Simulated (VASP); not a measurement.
# MoS2 (R3m) in VASP: notebook

MoS2 is run at these levels: r2SCAN+U; tasks: single point.

All numbers are computed with VASP 6.6.1; they aren't measurements. Logs are shortened: lines on timing, memory, paths and dates and some standing lists are left out, and cuts for length are marked.

**1. The cell of the first run**

It takes space group R3m (No. 160, trigonal). The conventional cell has a = 3.191 Å, b = 3.191 Å, c = 19.444 Å, α = 90.00°, β = 90.00°, γ = 120.00°. Mo (site symmetry 3m) has 6 S at 2.41 Å and 6 Mo at 3.19 Å within 3.2 Å. Within 3.2 Å of S (site symmetry 3m) lie 3 Mo at 2.41 Å and 7 S at 3.10 to 3.19 Å. S (site symmetry 3m) has 3 Mo at 2.41 Å and 7 S at 3.10 to 3.19 Å within 3.2 Å.

**2. Single point, r2SCAN+U**

Contents of POSCAR:

```
MoS2
1.0
    1.5956333085      0.9212393202      6.4812876931
   -1.5956333085      0.9212393202      6.4812876931
    0.0000000000     -1.8424786403      6.4812876931
Mo S
1 2
Direct
    0.0001059756      0.0001059756      0.0001059756
    0.4131514878      0.4131514878      0.4131514878
    0.2537425366      0.2537425366      0.2537425366
```

Contents of INCAR.step1:

```
SYSTEM = MoS2
  PREC = Accurate
  ENCUT = 520
  ISMEAR = -1
  SIGMA = 0.05
  LREAL = .FALSE.
  LASPH = .TRUE.
  NELM = 150
  LMAXMIX = 4
  LDAU = .TRUE.
  LDAUTYPE = 2
  LDAUL = 2 -1
  LDAUU = 5 0
  LDAUJ = 0 0
  NBANDS = 20
  GGA = PE
  ALGO = Normal
  EDIFF = 1E-4
  LWAVE = .TRUE.
  LCHARG = .FALSE.
```

Contents of INCAR.step2:

```
SYSTEM = MoS2
  PREC = Accurate
  ENCUT = 520
  EDIFF = 1E-6
  ISMEAR = -1
  SIGMA = 0.05
  LREAL = .FALSE.
  LASPH = .TRUE.
  NELM = 150
  ALGO = Normal
  ISIF = 2
  LWAVE = .FALSE.
  LCHARG = .FALSE.
  LMAXMIX = 4
  LDAU = .TRUE.
  LDAUTYPE = 2
  LDAUL = 2 -1
  LDAUU = 5 0
  LDAUJ = 0 0
  LDAUPRINT = 1
  METAGGA = R2SCAN
  LMIXTAU = .TRUE.
  NBANDS = 20
  ISTART = 1
```

Contents of KPOINTS:

```
Automatic mesh
0
G
  10 10 10
  0 0 0
```

Potentials or basis: VASP PAW PBE potentials, release 64 (Mo_sv, S).

Run with:

```sh
cat potpaw_PBE.64/Mo_sv/POTCAR potpaw_PBE.64/S/POTCAR > POTCAR
cp INCAR.step1 INCAR
mpirun -np 1 vasp_std > vasp.out
cp INCAR.step2 INCAR
mpirun -np 1 vasp_std > vasp.out
```

OUTCAR:

```text
SYSTEM = MoS2
   PREC = Accurate
   ENCUT = 520
   EDIFF = 1E-6
   ISMEAR = -1
   LREAL = .FALSE.
   LASPH = .TRUE.
   NELM = 150
   ISIF = 2
   METAGGA = R2SCAN
   ISTART = 1

 ion  position               nearest neighbor table
   1  0.000  0.000  0.000-   3 2.41   3 2.41   3 2.41   2 2.41   2 2.41   2 2.41
   2  0.413  0.413  0.413-   1 2.41   1 2.41   1 2.41
   3  0.254  0.254  0.254-   1 2.41   1 2.41   1 2.41

  LATTYP: Found a trigonal (rhomboedric) cell.
 ALAT       =     6.7380870951
 COS(alpha) =     0.8878438889

  Lattice vectors:

 A1 = (   1.5956333085,   0.9212393202,   6.4812876931)
 A2 = (  -1.5956333085,   0.9212393202,   6.4812876931)
 A3 = (   0.0000000000,  -1.8424786403,   6.4812876931)

Analysis of symmetry for initial positions (statically):
=====================================================================
 Subroutine PRICEL returns:
 Original cell was already a primitive cell.

 Routine SETGRP: Setting up the symmetry group for a
 trigonal (rhombohedral) supercell.

 Subroutine GETGRP returns: Found  6 space group operations
 (whereof  6 operations were pure point group operations)
 out of a pool of 12 trial point group operations.

The static configuration has the point symmetry C_3v.

Analysis of symmetry for dynamics (positions and initial velocities):
=====================================================================
 Subroutine PRICEL returns:
 Original cell was already a primitive cell.

 Routine SETGRP: Setting up the symmetry group for a
 trigonal (rhombohedral) supercell.

 Subroutine GETGRP returns: Found  6 space group operations
 (whereof  6 operations were pure point group operations)
 out of a pool of 12 trial point group operations.

The dynamic configuration has the point symmetry C_3v.

 Subroutine INISYM returns: Found  6 space group operations
 (whereof  6 operations are pure point group operations),
 and found     1 'primitive' translations

----------------------------------------------------------------------------------------

                                     Primitive cell

  volume of cell :      57.1634

  direct lattice vectors                    reciprocal lattice vectors
     1.595633309  0.921239320  6.481287693     0.313355203  0.180915711  0.051430109
    -1.595633309  0.921239320  6.481287693    -0.313355203  0.180915711  0.051430109
     0.000000000 -1.842478640  6.481287693     0.000000000 -0.361831422  0.051430109

  length of vectors
     6.738087095  6.738087095  6.738087095     0.365468240  0.365468240  0.365468240

  position of ions in fractional coordinates (direct lattice)
     0.000105976  0.000105976  0.000105976
     0.413151488  0.413151488  0.413151488
     0.253742537  0.253742537  0.253742537

  ion indices of the primitive-cell ions
   primitive index   ion index
                 1           1
                 2           2
                 3           3

----------------------------------------------------------------------------------------

 KPOINTS: Automatic mesh

Automatic generation of k-mesh.
 Grid dimensions read from file:
 generate k-points for:   10   10   10

 Generating k-lattice:

  Cartesian coordinates                     Fractional coordinates (reciprocal lattice)
     0.031335520  0.018091571  0.005143011     0.100000000  0.000000000  0.000000000
    -0.031335520  0.018091571  0.005143011     0.000000000  0.100000000  0.000000000
     0.000000000 -0.036183142  0.005143011     0.000000000  0.000000000  0.100000000

  Length of vectors
     0.036546824  0.036546824  0.036546824

  Shift w.r.t. Gamma in fractional coordinates (k-lattice)
     0.000000000  0.000000000  0.000000000

 Subroutine IBZKPT returns following result:
 ===========================================

 Found    116 irreducible k-points:

 Following reciprocal coordinates:
            Coordinates               Weight
  0.000000  0.000000  0.000000      1.000000
  0.100000  0.000000 -0.000000      6.000000
  0.200000  0.000000 -0.000000      6.000000
  0.300000  0.000000 -0.000000      6.000000
  0.400000  0.000000  0.000000      6.000000
  0.500000  0.000000  0.000000      3.000000
[... 16 lines left out ...]
  0.300000  0.300000 -0.000000      6.000000
  0.400000  0.300000  0.000000     12.000000
 [... further k-points ...]
   k-points           NKPTS =    116   k-points in BZ     NKDIM =    116   number of bands    NBANDS=     20
   number of dos      NEDOS =    301   number of ions     NIONS =      3
   total plane-waves  NPLWV = 125000
   dimension x,y,z NGX =    50 NGY =   50 NGZ =   50
   dimension x,y,z NGXF=   100 NGYF=  100 NGZF=  100
   ions per type =               1   2
   NGX,Y,Z   is equivalent  to a cutoff of  12.34, 12.34, 12.34 a.u.
   NGXF,Y,Z  is equivalent  to a cutoff of  24.67, 24.67, 24.67 a.u.
 SYSTEM =  MoS2
   PREC   = accura    normal or accurate (medium, high low for compatibility)
   ISTART =      1    job   : 0-new  1-cont  2-samecut
   ICHARG =      0    charge: 1-file 2-atom 10-const
   ISPIN  =      1    spin polarized calculation?
   LNONCOLLINEAR =      F non collinear calculations
   LSORBIT =      F    spin-orbit coupling
   LASPH  =      T    aspherical Exc in radial PAW
   ENCUT  =  520.0 eV  38.22 Ry    6.18 a.u.  12.53 12.53 12.53*2*pi/ulx,y,z
   NELM   =    150;   NELMIN=  2; NELMDL=  0     # of ELM steps
   EDIFF  = 0.1E-05   stopping-criterion for ELM
   LREAL  =      F    real-space projection
   EDIFFG = 0.1E-04   stopping-criterion for IOM
   NSW    =      0    number of steps for IOM
   IBRION =     -1    ionic relax: 0-MD 1-quasi-New 2-CG
   NFREE  =      0    steps in history (QN), initial steepest desc. (CG)
   ISIF   =      2    stress and relaxation
   ISYM   =      2    0-nonsym 1-usesym 2-fastsym
   POTIM  = 0.5000    time-step for ionic-motion
   TEBEG  =    0.0;   TEEND  =   0.0 temperature during run
   PSTRESS=    0.0 pullay stress
   NELECT =      26.0000    total number of electrons
   NUPDOWN=      -1.0000    fix difference up-down
   EMIN   =  10.00;   EMAX   =-10.00  energy-range for DOS
   EFERMI =   0.00;   METHOD = LEGACY
   ISMEAR =    -1;   SIGMA  =   0.05  broadening in eV -4-tet -1-fermi 0-gaus
   EFERMI_NEDOS =   21; number of points for ismear=-14 and -15
   IALGO  =     38    algorithm
   IMIX   =      4    mixing-type and parameters
     AMIX     =   0.40;   BMIX     =  1.00
     AMIX_MAG =   1.60;   BMIX_MAG =  1.00
  volume/ion in A,a.u.               =      19.05       128.59
  Fermi-wavevector in a.u.,A,eV,Ry     =   1.259002  2.379170 21.566420  1.585087
  Thomas-Fermi vector in A             =   2.392584
   LORBIT       =      0    0 simple, 1 ext, 2 COOP (PROOUT), +10 PAW based schemes
 LDA+U is selected, type is set to LDAUTYPE =  2
   angular momentum for each species LDAUL =     2   -1
   U (eV)           for each species LDAUU =   5.0  0.0
   J (eV)           for each species LDAUJ =   0.0  0.0
   METAGGA = R2SCAN    functional components
   LHFCALC =     F    Hartree Fock is set to
   AEXX    =    0.0000 exact exchange contribution
   IVDW    =     0    specifies the selected vdW correction
   LEPSILON=     F    determine dielectric tensor
   LRPA    =     F    only Hartree local field effects (RPA)
 non-spin polarized calculation
  energy-cutoff  :      520.00
  volume of cell :       57.16
 maximum number of plane-waves:      1566
   NGX = 25   NGY = 25   NGZ = 25

atom =   1  type =  1  l = 2

 onsite density matrix

spin component  1

  0.3785  0.0000  0.0000  0.0002 -0.0000
  0.0000  0.3634  0.0000  0.0000  0.0002
  0.0000  0.0000  0.4313  0.0000 -0.0000
  0.0002  0.0000  0.0000  0.3634  0.0000
 -0.0000  0.0002 -0.0000  0.0000  0.3785

spin component  2

  0.3785  0.0000  0.0000  0.0002 -0.0000
  0.0000  0.3634  0.0000  0.0000  0.0002
  0.0000  0.0000  0.4313  0.0000 -0.0000
  0.0002  0.0000  0.0000  0.3634  0.0000
 -0.0000  0.0002 -0.0000  0.0000  0.3785

 occupancies and eigenvectors

  o =  0.3634  v =  0.0000  0.9999 -0.0000 -0.0000 -0.0103  0.0000  0.0000  0.0000  0.0000  0.0000      0.0000  0.0000  0.0000  0.0000  0.0000  0.0000  0.0000  0.0000  0.0000  0.0000
  o =  0.3634  v =  0.0000  0.0000  0.0000  0.0000  0.0000  0.0000  0.9999 -0.0000 -0.0000 -0.0103      0.0000  0.0000  0.0000  0.0000  0.0000  0.0000  0.0000  0.0000  0.0000  0.0000
  o =  0.3634  v =  0.0000  0.0000  0.0000  0.0000  0.0000 -0.0103  0.0000 -0.0000  0.9999 -0.0000      0.0000  0.0000  0.0000  0.0000  0.0000  0.0000  0.0000  0.0000  0.0000  0.0000
  o =  0.3634  v = -0.0103  0.0000 -0.0000  0.9999 -0.0000  0.0000  0.0000  0.0000  0.0000  0.0000      0.0000  0.0000  0.0000  0.0000  0.0000  0.0000  0.0000  0.0000  0.0000  0.0000
  o =  0.3785  v =  0.0000  0.0000  0.0000  0.0000  0.0000 -0.0000 -0.0103 -0.0000 -0.0000 -0.9999      0.0000  0.0000  0.0000  0.0000  0.0000  0.0000  0.0000  0.0000  0.0000  0.0000
  o =  0.3785  v = -0.0000 -0.0103 -0.0000 -0.0000 -0.9999  0.0000  0.0000  0.0000  0.0000  0.0000      0.0000  0.0000  0.0000  0.0000  0.0000  0.0000  0.0000  0.0000  0.0000  0.0000
  o =  0.3785  v = -0.9999  0.0000  0.0000 -0.0103  0.0000  0.0000  0.0000  0.0000  0.0000  0.0000      0.0000  0.0000  0.0000  0.0000  0.0000  0.0000  0.0000  0.0000  0.0000  0.0000
  o =  0.3785  v =  0.0000  0.0000  0.0000  0.0000  0.0000 -0.9999  0.0000  0.0000 -0.0103  0.0000      0.0000  0.0000  0.0000  0.0000  0.0000  0.0000  0.0000  0.0000  0.0000  0.0000
  o =  0.4313  v =  0.0000  0.0000  1.0000  0.0000 -0.0000  0.0000  0.0000  0.0000  0.0000  0.0000      0.0000  0.0000  0.0000  0.0000  0.0000  0.0000  0.0000  0.0000  0.0000  0.0000
  o =  0.4313  v =  0.0000  0.0000  0.0000  0.0000  0.0000  0.0000  0.0000  1.0000  0.0000 -0.0000      0.0000  0.0000  0.0000  0.0000  0.0000  0.0000  0.0000  0.0000  0.0000  0.0000

 number of electron      25.9999999 magnetization

 Free energy of the ion-electron system (eV)
  ---------------------------------------------------
  ext. energy  EPLUGINS =         0.00000000
  ---------------------------------------------------
  free energy    TOTEN  =       -39.10598587 eV

  energy without entropy =      -39.10598572  energy(sigma->0) =      -39.10598579

 E-fermi :   7.0360     XC(G=0): -11.0345

 val. band max:        6.5098032625   @ k =   0.5000   0.5000   0.5000
 cond. band min:       7.7137520640   @ k =  -0.3000   0.3000   0.0000
 fundamental gap:      1.2039488015
 Fermi energy:         7.0360267742

 k-point     1 :       0.0000    0.0000    0.0000
  band No.  band energies     occupation
      1     -57.3696      2.00000
      2     -30.7207      2.00000
      3     -30.5698      2.00000
      4     -30.5698      2.00000
      5      -8.9314      2.00000
      6      -7.3127      2.00000
[... 12 lines left out ...]
     19      14.8428      0.00000
     20      15.5295      0.00000

 k-point     2 :       0.1000    0.0000   -0.0000
  band No.  band energies     occupation
      1     -57.3659      2.00000
      2     -30.7133      2.00000
      3     -30.6072      2.00000
      4     -30.5783      2.00000
      5      -8.7767      2.00000
      6      -7.2578      2.00000
[... 12 lines left out ...]
     19      15.0071      0.00000
     20      16.1430      0.00000

 k-point     3 :       0.2000    0.0000   -0.0000
  band No.  band energies     occupation
      1     -57.3560      2.00000
      2     -30.7041      2.00000
      3     -30.6938      2.00000
      4     -30.6005      2.00000
      5      -8.3472      2.00000
      6      -7.1056      2.00000
[... 12 lines left out ...]
     19      15.5948      0.00000
     20      16.1073      0.00000

 k-point     4 :       0.3000    0.0000   -0.0000
  band No.  band energies     occupation
      1     -57.3438      2.00000
      2     -30.8219      2.00000
      3     -30.6697      2.00000
      4     -30.6278      2.00000
      5      -7.7519      2.00000
      6      -6.8977      2.00000
[... 429 lines left out ...]
 k-point    23 :       0.3000    0.3000   -0.0000
  band No.  band energies     occupation
      1     -57.3438      2.00000
      2     -30.8219      2.00000
      3     -30.6697      2.00000
      4     -30.6278      2.00000
      5      -7.7243      2.00000
      6      -6.9367      2.00000
[... 12 lines left out ...]
     19      14.9659      0.00000
     20      15.4182      0.00000

 k-point    24 :       0.4000    0.3000    0.0000
  band No.  band energies     occupation
      1     -57.3369      2.00000
      2     -30.8713      2.00000
      3     -30.6591      2.00000
      4     -30.6562      2.00000
      5      -7.3476      2.00000
      6      -6.8073      2.00000
[... 12 lines left out ...]
     19      14.6568      0.00000
     20      15.5476      0.00000

 [... further k-points ...]
[... 5 lines left out ...]
  --------------------------------------------------------------------------------------
  -------------------------------------------------------------------------------------
  Total        0.9460324      0.9460324      1.1887411      0.0000000      0.0000000      0.0000000
  in kB       26.5154175     26.5154175     33.3180647      0.0000000      0.0000000      0.0000000
  external PRESSURE =      28.7829666 kB  Pullay stress =       0.0000000 kB

 VOLUME and BASIS-vectors are now :
 -----------------------------------------------------------------------------
  energy-cutoff  :      520.00
  volume of cell :       57.16
      direct lattice vectors                 reciprocal lattice vectors
     1.595633309  0.921239320  6.481287693     0.313355203  0.180915711  0.051430109
    -1.595633309  0.921239320  6.481287693    -0.313355203  0.180915711  0.051430109
     0.000000000 -1.842478640  6.481287693     0.000000000 -0.361831422  0.051430109

 POSITION                                       TOTAL-FORCE (eV/Angst)
 -----------------------------------------------------------------------------------
      0.00000      0.00000      0.00206         0.000000     -0.000000     -0.000510
      0.00000      0.00000      8.03326         0.000000      0.000000      0.380632
      0.00000      0.00000      4.93374         0.000000     -0.000000     -0.380122
 -----------------------------------------------------------------------------------
    total drift:                               -0.000000     -0.000000      0.000192

  FREE ENERGIE OF THE ION-ELECTRON SYSTEM (eV)
  ---------------------------------------------------
  free  energy   TOTEN  =       -39.1059858670 eV

  energy  without entropy=      -39.1059857176  energy(sigma->0) =      -39.10598579
```

Wall time 42 min (1 thread of Oxide Virtual Turin-like, shared host); peak memory 0.43 GiB.

What came out:

```yaml
Free_energy: -39.1060 eV
Pressure: 2.9 GPa
Largest_force: 0.381 eV/Å
Band_gap_on_the_k_mesh: 1.20 eV (least direct gap 1.85 eV)
```

Forces in eV/Å, atoms in the order of the input:
```
Mo   0.000  0.000 -0.001
S    0.000  0.000  0.381
S    0.000  0.000 -0.380
```

Levels at points of the mesh, in eV from the valence-band top:
```
           k point  band 10  band 11  band 12  band 13  band 14  band 15  band 16  band 17
(0.00, 0.00, 0.00)    -2.10    -2.10    -1.52    -0.90     2.44     2.44     2.71     2.71
(0.50, 0.00, 0.00)    -3.83    -2.29    -1.67    -1.33     1.93     2.26     3.89     4.02
(0.50, 0.50, 0.00)    -3.79    -2.67    -1.76    -1.21     1.91     2.35     3.55     4.27
(0.50, 0.50, 0.50)    -3.15    -2.08    -2.08     0.00     2.48     2.48     2.64     2.64
```

Eigenvalues of the final occupation matrices:
```tsv
site	spin	trace	eigenvalues
site 1 d	1	1.92	0.36 0.36 0.38 0.38 0.43
site 1 d	2	1.92	0.36 0.36 0.38 0.38 0.43
```

Caveat: the PAW data sets were made with another functional, which shifts forces and pressure a little. A k mesh can miss the band edges.

[end of part 1 of 2]
